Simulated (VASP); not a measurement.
# Sn (Cmme) in VASP: notebook, part 2 of 2

VASP 6.6.1. Earlier steps stand in the parts before.

## (3) Relaxation of cell and atoms, PBE

INCAR reads:

```
PREC = Accurate
ENCUT = 600
EDIFF = 1E-6
ISMEAR = 0
SIGMA = 0.1
LREAL = F
LASPH = T
NELM = 100
ALGO = Normal
ISIF = 3
LWAVE = F
LCHARG = F
GGA = PE
IBRION = 2
NSW = 90
EDIFFG = -0.04
```

KPOINTS reads:

```
Automatic mesh
0
Gamma
  6 6 4
```

POSCAR reads:

```
Sn
1.0
    1.7800098100     -2.3568779100      0.0000000000
    1.7800098100      2.3568779100      0.0000000000
    0.0000000000      0.0000000000      6.8665991900
Sn
2
Direct
    0.2500000000      0.7500000000      0.7929363200
    0.7500000000      0.2500000000      0.2070636800
```

Potentials or basis: VASP PAW PBE potentials, release 64 (Sn_d).

Launch:

```sh
$ cat potpaw_PBE.64/Sn_d/POTCAR > POTCAR
$ mpirun -np 1 vasp_std > vasp.out
```

OUTCAR:

```text
PREC = Accurate
   ENCUT = 600
   EDIFF = 1E-6
   ISMEAR = 0
   LREAL = F
   LASPH = T
   NELM = 100
   ISIF = 3
   GGA = PE
   IBRION = 2
   NSW = 90
   EDIFFG = -0.04

 ion  position               nearest neighbor table
   1  0.250  0.750  0.793-   2 3.35   2 3.35   2 3.69   2 3.69
   2  0.750  0.250  0.207-   1 3.35   1 3.35   1 3.69   1 3.69

  LATTYP: Found a base centered orthorhombic cell.
 ALAT       =     3.5600196200
 B/A-ratio  =     1.3240814162
 C/A-ratio  =     1.9288093671

  Lattice vectors:

 A1 = (   1.7800098100,  -2.3568779100,   0.0000000000)
 A2 = (   1.7800098100,   2.3568779100,   0.0000000000)
 A3 = (   0.0000000000,   0.0000000000,   6.8665991900)

Analysis of symmetry for initial positions (statically):
=====================================================================
 Subroutine PRICEL returns:
 Original cell was already a primitive cell.

 Routine SETGRP: Setting up the symmetry group for a
 base centered orthorhombic supercell.

 Subroutine GETGRP returns: Found  8 space group operations
 (whereof  4 operations were pure point group operations)
 out of a pool of  8 trial point group operations.

The static configuration has the point symmetry C_2h.
 The point group associated with its full space group is D_2h.

Analysis of symmetry for dynamics (positions and initial velocities):
=====================================================================
 Subroutine PRICEL returns:
 Original cell was already a primitive cell.

 Routine SETGRP: Setting up the symmetry group for a
 base centered orthorhombic supercell.

 Subroutine GETGRP returns: Found  8 space group operations
 (whereof  4 operations were pure point group operations)
 out of a pool of  8 trial point group operations.

The dynamic configuration has the point symmetry C_2h.
 The point group associated with its full space group is D_2h.

 Subroutine INISYM returns: Found  8 space group operations
 (whereof  4 operations are pure point group operations),
 and found     1 'primitive' translations

----------------------------------------------------------------------------------------

                                     Primitive cell

  volume of cell :      57.6144

  direct lattice vectors                    reciprocal lattice vectors
     1.780009810 -2.356877910  0.000000000     0.280897328 -0.212145058  0.000000000
     1.780009810  2.356877910  0.000000000     0.280897328  0.212145058  0.000000000
     0.000000000  0.000000000  6.866599190     0.000000000  0.000000000  0.145632499

  length of vectors
     2.953524743  2.953524743  6.866599190     0.352006867  0.352006867  0.145632499

  position of ions in fractional coordinates (direct lattice)
     0.250000000  0.750000000  0.792936320
     0.750000000  0.250000000  0.207063680

  ion indices of the primitive-cell ions
   primitive index   ion index
                 1           1
                 2           2

----------------------------------------------------------------------------------------

 KPOINTS: Automatic mesh

Automatic generation of k-mesh.
 Grid dimensions read from file:
[... 50 lines left out ...]
   dimension x,y,z NGX =    24 NGY =   24 NGZ =   56
   dimension x,y,z NGXF=    48 NGYF=   48 NGZF=  112
   ions per type =               2
   NGX,Y,Z   is equivalent  to a cutoff of  13.51, 13.51, 13.56 a.u.
   NGXF,Y,Z  is equivalent  to a cutoff of  27.02, 27.02, 27.12 a.u.
 SYSTEM =  unknown system
   PREC   = accura    normal or accurate (medium, high low for compatibility)
   ISTART =      0    job   : 0-new  1-cont  2-samecut
   ICHARG =      2    charge: 1-file 2-atom 10-const
   ISPIN  =      1    spin polarized calculation?
   LNONCOLLINEAR =      F non collinear calculations
   LSORBIT =      F    spin-orbit coupling
   LASPH  =      T    aspherical Exc in radial PAW
   ENCUT  =  600.0 eV  44.10 Ry    6.64 a.u.   5.90  5.90 13.71*2*pi/ulx,y,z
   NELM   =    100;   NELMIN=  2; NELMDL= -5     # of ELM steps
   EDIFF  = 0.1E-05   stopping-criterion for ELM
   LREAL  =      F    real-space projection
   EDIFFG = -.4E-01   stopping-criterion for IOM
   NSW    =     90    number of steps for IOM
   IBRION =      2    ionic relax: 0-MD 1-quasi-New 2-CG
   NFREE  =      1    steps in history (QN), initial steepest desc. (CG)
   ISIF   =      3    stress and relaxation
   ISYM   =      2    0-nonsym 1-usesym 2-fastsym
   POTIM  = 0.5000    time-step for ionic-motion
   TEBEG  =    0.0;   TEEND  =   0.0 temperature during run
   PSTRESS=    0.0 pullay stress
   NELECT =      28.0000    total number of electrons
   NUPDOWN=      -1.0000    fix difference up-down
   EMIN   =  10.00;   EMAX   =-10.00  energy-range for DOS
   EFERMI =   0.00;   METHOD = LEGACY
   ISMEAR =     0;   SIGMA  =   0.10  broadening in eV -4-tet -1-fermi 0-gaus
   EFERMI_NEDOS =   21; number of points for ismear=-14 and -15
   IALGO  =     38    algorithm
   IMIX   =      4    mixing-type and parameters
     AMIX     =   0.40;   BMIX     =  1.00
     AMIX_MAG =   1.60;   BMIX_MAG =  1.00
  volume/ion in A,a.u.               =      28.81       194.40
  Fermi-wavevector in a.u.,A,eV,Ry     =   1.287114  2.432293 22.540272  1.656663
  Thomas-Fermi vector in A             =   2.419148
   LORBIT       =      0    0 simple, 1 ext, 2 COOP (PROOUT), +10 PAW based schemes
   GGA     = PE    functional components
   LHFCALC =     F    Hartree Fock is set to
   AEXX    =    0.0000 exact exchange contribution
   IVDW    =     0    specifies the selected vdW correction
   LEPSILON=     F    determine dielectric tensor
   LRPA    =     F    only Hartree local field effects (RPA)
 conjugate gradient relaxation of ions
 non-spin polarized calculation
 Gauss-broadening in eV      SIGMA  =   0.10
  energy-cutoff  :      600.00
  volume of cell :       57.61
 maximum number of plane-waves:      1943
   NGX = 11   NGY = 11   NGZ = 27

--------------------------------------- Ionic step        1  -------------------------------------------

 number of electron      28.0000006 magnetization

 Free energy of the ion-electron system (eV)
  ---------------------------------------------------
  ext. energy  EPLUGINS =         0.00000000
  ---------------------------------------------------
  free energy    TOTEN  =        -7.08386861 eV

  energy without entropy =       -7.07829094  energy(sigma->0) =       -7.08107977

------------------------ aborting loop because EDIFF is reached ----------------------------------------

  FORCE on cell =-STRESS in cart. coord.  units (eV):
  Direction    XX          YY          ZZ          XY          YZ          ZX
  --------------------------------------------------------------------------------------
  -------------------------------------------------------------------------------------
  Total        3.6031000      4.2773555     -0.4452989      0.0000000      0.0000000      0.0000000
  in kB      100.1972327    118.9473458    -12.3831478      0.0000000      0.0000000      0.0000000
  external PRESSURE =      68.9204769 kB  Pullay stress =       0.0000000 kB
[... 89 lines left out ...]
  FREE ENERGIE OF THE ION-ELECTRON SYSTEM (eV)
  ---------------------------------------------------
  free  energy   TOTEN  =        -7.3050243963 eV

  energy  without entropy=       -7.2957530194  energy(sigma->0) =       -7.30038871

 E-fermi :   7.1623     XC(G=0):  -9.8663

 val. band max:        7.1123920617   @ k =   0.3333   0.1667   0.0000
 cond. band min:       7.1737414233   @ k =   0.5000   0.3333   0.2500
 fundamental gap:      0.0613493615
 Fermi energy:         7.1623223780

 k-point     1 :       0.0000    0.0000    0.0000
  band No.  band energies     occupation
      1     -14.6244      2.00000
      2     -14.5926      2.00000
      3     -14.5255      2.00000
      4     -14.5220      2.00000
      5     -14.4656      2.00000
      6     -14.3798      2.00000
[... 493 lines left out ...]
     17       8.8628      0.00000
     18      11.1547      0.00000

 [... further k-points ...]

[... ionic steps 4 to 22 ...]

--------------------------------------- Ionic step       23  -------------------------------------------

 number of electron      27.9999985 magnetization

------------------------ aborting loop because EDIFF is reached ----------------------------------------
[... 67 lines left out ...]
--------------------------------------- Ionic step       25  -------------------------------------------

 number of electron      27.9999985 magnetization

 Free energy of the ion-electron system (eV)
  ---------------------------------------------------
  ext. energy  EPLUGINS =         0.00000000
  ---------------------------------------------------
  free energy    TOTEN  =        -7.52658020 eV

  energy without entropy =       -7.51937039  energy(sigma->0) =       -7.52297530

 E-fermi :   8.0042     XC(G=0): -10.3273

 val. band max:        7.9656234051   @ k =   0.3333   0.3333   0.2500
 cond. band min:       8.0322824808   @ k =   0.3333   0.3333   0.0000
 fundamental gap:      0.0666590758
 Fermi energy:         8.0042318472

 k-point     1 :       0.0000    0.0000    0.0000
  band No.  band energies     occupation
      1     -13.6947      2.00000
      2     -13.6565      2.00000
      3     -13.5999      2.00000
      4     -13.5921      2.00000
      5     -13.5461      2.00000
      6     -13.4819      2.00000
[... 524 lines left out ...]
  FREE ENERGIE OF THE ION-ELECTRON SYSTEM (eV)
  ---------------------------------------------------
  free  energy   TOTEN  =        -7.5265802015 eV

  energy  without entropy=       -7.5193703887  energy(sigma->0) =       -7.52297530

 reached required accuracy - stopping structural energy minimisation
```

CONTCAR:

```text
Sn
   1.00000000000000
     2.0119208212200430   -2.4681711044186820   -0.0000000000000000
     2.0119208212200430    2.4681711044186820    0.0000000000000000
     0.0000000000000000   -0.0000000000000000    5.5184780239043691
  Sn
     2
Direct
     0.2500000000000000    0.7500000000000000    0.7500038578429398
     0.7500000000000000    0.2500000000000000    0.2499961421570600

  0.00000000E+00  0.00000000E+00  0.00000000E+00
  0.00000000E+00  0.00000000E+00  0.00000000E+00
```

It took 4.9 min on 1 thread of Intel Xeon Platinum 8488C (Sapphire Rapids), shared host; peak memory 0.2 GiB.

What came out:

* Free energy: -7.5266 eV
* Relaxed volume: 27.40 Å³/atom
* Relaxed cell: a = 3.184 Å, b = 3.184 Å, c = 5.518 Å, α = 90.00°, β = 90.00°, γ = 101.63°
* Space group after relaxing (to 0.1 Å): Fmmm (No. 69)
* Energy gained by relaxing: 221.4 meV/atom
* Ionic steps: 25
* Pressure after relaxing: 0.0 GPa
* Band gap on the k mesh: zero (bands 14 and 15 overlap by 5.59 eV)

The path:
```tsv
step	energy change (eV)	largest force (eV/Å)	pressure (GPa)	volume (Å³)
1	0.0000	0.2198	6.89	57.61
2	-0.1737	0.0370	-3.27	68.34
3	-0.2212	0.0550	-0.84	64.40
4	-0.2211	0.0505	-0.97	64.54
5	-0.2405	0.1371	-0.79	63.29
6	-0.2641	0.3293	-0.02	60.81
7	-0.2648	0.4217	0.41	59.91
8	-0.2778	0.4450	0.32	59.38
9	-0.3092	0.5124	0.06	57.72
10	-0.3790	0.4285	1.56	54.07
11	-0.4063	0.1733	0.36	54.96
12	-0.4084	0.0860	0.01	55.24
13	-0.4232	0.0929	-0.09	55.20
14	-0.4298	0.1462	0.20	54.98
15	-0.4349	0.1114	-0.03	55.09
16	-0.4371	0.0835	-0.06	55.04
17	-0.4379	0.0648	-0.04	54.99
18	-0.4397	0.0532	0.04	54.90
19	-0.4401	0.0162	0.20	54.60
20	-0.4411	0.0483	0.05	54.78
21	-0.4412	0.0364	0.15	54.69
22	-0.4413	0.0428	0.11	54.72
23	-0.4420	0.0127	-0.06	54.83
24	-0.4420	0.0153	-0.03	54.83
25	-0.4427	0.0006	-0.03	54.81
```

Final structure:
```xyz
2
Lattice="2.0119 -2.4682 0.0000 2.0119 2.4682 0.0000 0.0000 0.0000 5.5185" Properties=species:S:1:pos:R:3 pbc="T T T"
Sn    2.0119    1.2341    4.1389
Sn    2.0119   -1.2341    1.3796
```

Caveat: the k points lie up to 0.34 Å⁻¹ apart in the final cell, too coarse for converged energies and pressures of a metal; a cell axis changed by over 15 % at a fixed basis, so the end point is rough; spin-orbit coupling is left out, which moves the levels of the heavy elements.

The gap in the log of VASP goes by the Fermi energy; the results here count the filled bands.